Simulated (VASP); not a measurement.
A run of VASP 6.6.1 is set up as follows.

Contents of INCAR:

```
PREC = Accurate
ENCUT = 520
EDIFF = 1E-6
ISMEAR = 0
SIGMA = 0.1
LREAL = F
LASPH = T
NELM = 100
ALGO = Normal
ISIF = 2
LWAVE = F
LCHARG = T
GGA = PE
LELF = T
LVHAR = T
NBANDS = 16
```

Contents of KPOINTS:

```
regular mesh
0
Gamma
  2 2 4
```

POSCAR

```
Al2Cu
1.0
    4.1051820000      0.0000000000      0.0000000000
    0.0000000000      4.1051820000      0.0000000000
    0.0000000000      0.0000000000      2.8913130000
Al Cu
2 1
Direct
    0.5000000000      0.0000000000      0.5000000000
    0.0000000000      0.5000000000      0.5000000000
    0.0000000000      0.0000000000      0.0000000000
```

Potentials or basis: VASP PAW PBE potentials, release 64 (Al, Cu).

Launch:

```sh
$ cat potpaw_PBE.64/Al/POTCAR potpaw_PBE.64/Cu/POTCAR > POTCAR
$ mpirun -np 1 vasp_std > vasp.out
```

Task: Predict the pressure.

Result: 4.3 GPa.

Stress tensor (GPa, compression positive):
```
1.54 0.00 0.00
0.00 1.54 0.00
0.00 0.00 9.78
```

Caveat: the k points lie up to 0.77 Å⁻¹ apart.
